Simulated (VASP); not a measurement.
Wanted: the native input for a VASP 6.6.1 run.

```yaml
Task: single point
Functional: PBE
Potentials_or_basis: VASP PAW PBE potentials, release 64 (Na_pv, Be)
Cutoff: 520 eV
k_mesh: 6 × 6 × 2
Occupations: gaussian, width 0.1 eV
Spin: no spin polarisation
Dipole_correction: no
Further_INCAR_settings: ALGO = Normal; EDIFF = 1e-07; NBANDS = 16
```

The structure of NaBe4 lies in POSCAR:

```
NaBe4
1.0
    2.5146605700      0.0000000000      0.0000000000
   -1.2573302800      2.1777599300      0.0000000000
    0.0000000000      0.0000000000      8.0858442400
Na Be
1 4
Direct
    0.0000000000      0.0000000000      0.0000000000
    0.3333333300      0.6666666700      0.8658552800
    0.3333333300      0.6666666700      0.3767953500
    0.6666666700      0.3333333300      0.1341447200
    0.6666666700      0.3333333300      0.6232046500
```

The cell was generated, and may not be a known phase.

The input as run:

INCAR

```
SYSTEM = NaBe4
ALGO = Normal ; EDIFF = 1E-7
ENCUT = 520 ; GGA = PE
ISIF = 2 ; ISMEAR = 0
LASPH = .True. ; LCHARG = .False.
LREAL = .False. ; LWAVE = .False.
NBANDS = 16 ; NELM = 80
PREC = Accurate ; SIGMA = 0.1
```

KPOINTS

```
k-points
0
Gamma
  6 6 2
  0 0 0
```

Potentials or basis: VASP PAW PBE potentials, release 64 (Na_pv, Be).

Run with:

```console
$ cat potpaw_PBE.64/Na_pv/POTCAR potpaw_PBE.64/Be/POTCAR > POTCAR
$ mpirun -np 1 vasp_std > vasp.out
```

Results of the run:

```json
{
  "Pressure": "58.3 GPa",
  "Largest force": "9.624 eV/Å",
  "Band gap on the k mesh": "zero (an odd number of electrons rules out a gap without spin polarisation)"
}
```

Caveat: the k points lie up to 0.48 Å⁻¹ apart, too coarse for converged energies and pressures of a metal; forces of over 1 eV/Å act on the atoms, so gaps and moduli don't describe the material at rest.

It took 11 s on 1 thread of Intel(R) Xeon(R) 6975P-C (Granite Rapids) (shared host), peak memory 0.15 GiB.
